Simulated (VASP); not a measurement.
# Mg (P6_3/mmc) in VASP: relaxation of cell and atoms with LDA

Aim: the relaxation of cell and atoms of Mg with LDA.

Everything below comes from runs of VASP 6.6.1. Logs are shortened: lines on timing, memory, paths and dates and some standing lists are left out, and cuts for length are marked.

## 1. The cell of the first run

The structure is hexagonal, space group P6_3/mmc (No. 194). The conventional cell has a = 3.209 Å, b = 3.209 Å, c = 5.210 Å, α = 90.00°, β = 90.00°, γ = 120.00°. Mg (site symmetry -6m2) has 12 Mg at 3.20 to 3.21 Å within 4.2 Å.

## 2. Relaxation of cell and atoms, LDA

File INCAR:

```
SYSTEM = Mg
PREC = Accurate
ENCUT = 600
EDIFF = 1E-6
ISMEAR = 0
SIGMA = 0.1
LREAL = .False.
LASPH = .True.
NELM = 100
ALGO = Normal
ISIF = 3
LWAVE = .False.
LCHARG = .False.
GGA = CA
IBRION = 2
NSW = 100
EDIFFG = -0.002
```

File KPOINTS:

```
Automatic mesh
0
Gamma
  12 12 6
  0 0 0
```

File POSCAR:

```
Mg
1.0
    3.2093000000      0.0000000000      0.0000000000
   -1.6046500000      2.7793353300      0.0000000000
    0.0000000000      0.0000000000      5.2103000000
Mg
2
Direct
    0.3333333300      0.6666666700      0.2500000000
    0.6666666700      0.3333333300      0.7500000000
```

Potentials or basis: VASP PAW LDA potentials, release 64 (Mg).

Started as:

```console
$ cat potpaw_LDA.64/Mg/POTCAR > POTCAR
$ mpirun -np 1 vasp_std > vasp.out
```

OUTCAR:

```text
SYSTEM = Mg
   PREC = Accurate
   ENCUT = 600
   EDIFF = 1E-6
   ISMEAR = 0
   LREAL = .False.
   LASPH = .True.
   NELM = 100
   ISIF = 3
   GGA = CA
   IBRION = 2
   NSW = 100
   EDIFFG = -0.002

 ion  position               nearest neighbor table
   1  0.333  0.667  0.250-   2 3.20   2 3.20   2 3.20   2 3.20   2 3.20   2 3.20
   2  0.667  0.333  0.750-   1 3.20   1 3.20   1 3.20   1 3.20   1 3.20   1 3.20

  LATTYP: Found a hexagonal cell.
 ALAT       =     3.2093000000
 C/A-ratio  =     1.6235004518

  Lattice vectors:

 A1 = (   3.2093000000,   0.0000000000,   0.0000000000)
 A2 = (  -1.6046500000,   2.7793353300,   0.0000000000)
 A3 = (   0.0000000000,   0.0000000000,   5.2103000000)

Analysis of symmetry for initial positions (statically):
=====================================================================
 Subroutine PRICEL returns:
 Original cell was already a primitive cell.

 Routine SETGRP: Setting up the symmetry group for a
 hexagonal supercell.

 Subroutine GETGRP returns: Found 24 space group operations
 (whereof 12 operations were pure point group operations)
 out of a pool of 24 trial point group operations.

The static configuration has the point symmetry D_3d.
 The point group associated with its full space group is D_6h.

Analysis of symmetry for dynamics (positions and initial velocities):
=====================================================================
 Subroutine PRICEL returns:
 Original cell was already a primitive cell.

 Routine SETGRP: Setting up the symmetry group for a
 hexagonal supercell.

 Subroutine GETGRP returns: Found 24 space group operations
 (whereof 12 operations were pure point group operations)
 out of a pool of 24 trial point group operations.

The dynamic configuration has the point symmetry D_3d.
 The point group associated with its full space group is D_6h.

 Subroutine INISYM returns: Found 24 space group operations
 (whereof 12 operations are pure point group operations),
 and found     1 'primitive' translations

----------------------------------------------------------------------------------------

                                     Primitive cell

  volume of cell :      46.4744

  direct lattice vectors                    reciprocal lattice vectors
     3.209300000  0.000000000  0.000000000     0.311594429  0.179899127  0.000000000
    -1.604650000  2.779335330  0.000000000     0.000000000  0.359798254  0.000000000
     0.000000000  0.000000000  5.210300000     0.000000000  0.000000000  0.191927528

  length of vectors
     3.209300000  3.209300001  5.210300000     0.359798255  0.359798254  0.191927528

  position of ions in fractional coordinates (direct lattice)
     0.333333330  0.666666670  0.250000000
     0.666666670  0.333333330  0.750000000

  ion indices of the primitive-cell ions
   primitive index   ion index
                 1           1
                 2           2

----------------------------------------------------------------------------------------

 KPOINTS: Automatic mesh

Automatic generation of k-mesh.
 Grid dimensions read from file:
 generate k-points for:   12   12    6

 Generating k-lattice:

  Cartesian coordinates                     Fractional coordinates (reciprocal lattice)
     0.025966202  0.014991594  0.000000000     0.083333333 -0.000000000  0.000000000
     0.000000000  0.029983188  0.000000000     0.000000000  0.083333333  0.000000000
     0.000000000  0.000000000  0.031987921     0.000000000  0.000000000  0.166666667

  Length of vectors
     0.029983188  0.029983188  0.031987921

  Shift w.r.t. Gamma in fractional coordinates (k-lattice)
     0.000000000  0.000000000  0.000000000

 Subroutine IBZKPT returns following result:
 ===========================================

 Found     76 irreducible k-points:

 Following reciprocal coordinates:
            Coordinates               Weight
  0.000000  0.000000  0.000000      1.000000
  0.083333  0.000000  0.000000      6.000000
  0.166667  0.000000  0.000000      6.000000
  0.250000  0.000000  0.000000      6.000000
  0.333333  0.000000  0.000000      6.000000
  0.416667  0.000000  0.000000      6.000000
[... 16 lines left out ...]
  0.250000  0.000000  0.166667     12.000000
  0.333333  0.000000  0.166667     12.000000
 [... further k-points ...]
   k-points           NKPTS =     76   k-points in BZ     NKDIM =     76   number of bands    NBANDS=      6
   number of dos      NEDOS =    301   number of ions     NIONS =      2
   total plane-waves  NPLWV =  32928
   dimension x,y,z NGX =    28 NGY =   28 NGZ =   42
   dimension x,y,z NGXF=    56 NGYF=   56 NGZF=   84
   ions per type =               2
   NGX,Y,Z   is equivalent  to a cutoff of  14.50, 14.50, 13.40 a.u.
   NGXF,Y,Z  is equivalent  to a cutoff of  29.01, 29.01, 26.80 a.u.
 SYSTEM =  Mg
   PREC   = accura    normal or accurate (medium, high low for compatibility)
   ISTART =      0    job   : 0-new  1-cont  2-samecut
   ICHARG =      2    charge: 1-file 2-atom 10-const
   ISPIN  =      1    spin polarized calculation?
   LNONCOLLINEAR =      F non collinear calculations
   LSORBIT =      F    spin-orbit coupling
   LASPH  =      T    aspherical Exc in radial PAW
   ENCUT  =  600.0 eV  44.10 Ry    6.64 a.u.   6.41  6.41 10.41*2*pi/ulx,y,z
   NELM   =    100;   NELMIN=  2; NELMDL= -5     # of ELM steps
   EDIFF  = 0.1E-05   stopping-criterion for ELM
   LREAL  =      F    real-space projection
   EDIFFG = -.2E-02   stopping-criterion for IOM
   NSW    =    100    number of steps for IOM
   IBRION =      2    ionic relax: 0-MD 1-quasi-New 2-CG
   NFREE  =      1    steps in history (QN), initial steepest desc. (CG)
   ISIF   =      3    stress and relaxation
   ISYM   =      2    0-nonsym 1-usesym 2-fastsym
   POTIM  = 0.5000    time-step for ionic-motion
   TEBEG  =    0.0;   TEEND  =   0.0 temperature during run
   PSTRESS=    0.0 pullay stress
   NELECT =       4.0000    total number of electrons
   NUPDOWN=      -1.0000    fix difference up-down
   EMIN   =  10.00;   EMAX   =-10.00  energy-range for DOS
   EFERMI =   0.00;   METHOD = LEGACY
   ISMEAR =     0;   SIGMA  =   0.10  broadening in eV -4-tet -1-fermi 0-gaus
   EFERMI_NEDOS =   21; number of points for ismear=-14 and -15
   IALGO  =     38    algorithm
   IMIX   =      4    mixing-type and parameters
     AMIX     =   0.40;   BMIX     =  1.00
     AMIX_MAG =   1.60;   BMIX_MAG =  1.00
  volume/ion in A,a.u.               =      23.24       156.81
  Fermi-wavevector in a.u.,A,eV,Ry     =   0.722809  1.365911  7.108401  0.522453
  Thomas-Fermi vector in A             =   1.812866
   LORBIT       =      0    0 simple, 1 ext, 2 COOP (PROOUT), +10 PAW based schemes
   GGA     = CA    functional components
   LHFCALC =     F    Hartree Fock is set to
   AEXX    =    0.0000 exact exchange contribution
   IVDW    =     0    specifies the selected vdW correction
   LEPSILON=     F    determine dielectric tensor
   LRPA    =     F    only Hartree local field effects (RPA)
 conjugate gradient relaxation of ions
 non-spin polarized calculation
 Gauss-broadening in eV      SIGMA  =   0.10
  energy-cutoff  :      600.00
  volume of cell :       46.47
 maximum number of plane-waves:      1578
 NGX is ok and might be reduce to    28
   NGX = 13   NGY = 13   NGZ = 21

--------------------------------------- Ionic step        1  -------------------------------------------

 number of electron       4.0000000 magnetization

 Free energy of the ion-electron system (eV)
  ---------------------------------------------------
  ext. energy  EPLUGINS =         0.00000000
  ---------------------------------------------------
  free energy    TOTEN  =        -3.59247159 eV

  energy without entropy =       -3.58641113  energy(sigma->0) =       -3.58944136

------------------------ aborting loop because EDIFF is reached ----------------------------------------

  FORCE on cell =-STRESS in cart. coord.  units (eV):
  Direction    XX          YY          ZZ          XY          YZ          ZX
  --------------------------------------------------------------------------------------
  -------------------------------------------------------------------------------------
  Total       -0.7365698     -0.7365698     -0.9346294      0.0000000      0.0000000      0.0000000
  in kB      -25.3927940    -25.3927940    -32.2207795      0.0000000      0.0000000      0.0000000
  external PRESSURE =     -27.6687892 kB  Pullay stress =       0.0000000 kB
[... 237 lines left out ...]
  energy  without entropy=       -3.6214609321  energy(sigma->0) =       -3.62406854

--------------------------------------- Ionic step        8  -------------------------------------------

 number of electron       4.0000000 magnetization

 Free energy of the ion-electron system (eV)
  ---------------------------------------------------
  ext. energy  EPLUGINS =         0.00000000
  ---------------------------------------------------
  free energy    TOTEN  =        -3.62668509 eV

  energy without entropy =       -3.62146794  energy(sigma->0) =       -3.62407651

 E-fermi :   2.7493     XC(G=0):  -8.9015

 val. band max:        2.7283779270   @ k =   0.3333   0.3333   0.3333
 cond. band min:       2.7576303495   @ k =   0.4167   0.1667   0.5000
 fundamental gap:      0.0292524226
 Fermi energy:         2.7492524845

 k-point     1 :       0.0000    0.0000    0.0000
  band No.  band energies     occupation
      1      -4.3850      2.00000
      2       1.1442      2.00000
      3       1.6929      2.00000
      4      13.9733      0.00000
      5      13.9733      0.00000
      6      14.1227      0.00000

 k-point     2 :       0.0833    0.0000    0.0000
  band No.  band energies     occupation
      1      -4.2435      2.00000
      2       1.2720      2.00000
      3       1.8297      2.00000
      4      11.6764      0.00000
      5      12.7654      0.00000
      6      13.6338      0.00000
[... 190 lines left out ...]
 k-point    24 :       0.3333    0.0000    0.1667
  band No.  band energies     occupation
      1      -1.9855      2.00000
      2       1.7726      2.00000
      3       4.3637      0.00000
      4       5.7681      0.00000
      5       8.0564      0.00000
      6      10.4568      0.00000

 [... further k-points ...]
[... 5 lines left out ...]
  --------------------------------------------------------------------------------------
  -------------------------------------------------------------------------------------
  Total       -0.0005924     -0.0005924     -0.0003918     -0.0000000      0.0000000      0.0000000
  in kB       -0.0221274     -0.0221274     -0.0146344     -0.0000000      0.0000000      0.0000000
  external PRESSURE =      -0.0196297 kB  Pullay stress =       0.0000000 kB
[... 17 lines left out ...]
  FREE ENERGIE OF THE ION-ELECTRON SYSTEM (eV)
  ---------------------------------------------------
  free  energy   TOTEN  =        -3.6266850851 eV

  energy  without entropy=       -3.6214679437  energy(sigma->0) =       -3.62407651

 reached required accuracy - stopping structural energy minimisation
```

It took 24 s on 1 thread of Intel Xeon 6975P-C (Granite Rapids), shared host; peak memory 0.17 GiB.

What came out:

```
Free energy                            : -3.6267 eV
Relaxed volume                         : 21.45 Å³/atom
Relaxed cell                           : a = 3.139 Å, b = 3.139 Å, c = 5.026 Å, α = 90.00°, β = 90.00°, γ = 120.00°
Space group after relaxing (to 0.05 Å) : P6_3/mmc (No. 194)
Energy gained by relaxing              : 17.1 meV/atom
Ionic steps                            : 8
Pressure after relaxing                : 0.0 GPa
Band gap on the k mesh                 : zero (band 2 reaches 3.82 eV, above the bottom of band 3 at 1.69 eV)
```

The path:
```
step  energy change (eV)  largest force (eV/Å)  pressure (GPa)  volume (Å³)
   1              0.0000                0.0000           -2.77        46.47
   2             -0.0312                0.0000           -0.85        43.83
   3             -0.0339                0.0000           -0.01        42.89
   4             -0.0339                0.0000            0.06        42.82
   5             -0.0341                0.0000            0.06        42.82
   6             -0.0342                0.0000            0.05        42.84
   7             -0.0342                0.0000            0.05        42.83
   8             -0.0342                0.0000            0.00        42.89
```

Final structure:
```cif
data_structure
_symmetry_space_group_name_H-M 'P 1'
_symmetry_Int_Tables_number 1
_cell_length_a 3.1391
_cell_length_b 3.1391
_cell_length_c 5.0262
_cell_angle_alpha 90.000
_cell_angle_beta 90.000
_cell_angle_gamma 120.000
_cell_volume 42.89
loop_
_atom_site_label
_atom_site_type_symbol
_atom_site_fract_x
_atom_site_fract_y
_atom_site_fract_z
_atom_site_occupancy
Mg1 Mg 0.33333 0.66667 0.25000 1
Mg2 Mg 0.66667 0.33333 0.75000 1
```

LDA usually gives volumes a few per cent too small. Zero-point motion and thermal expansion aren't in these numbers.
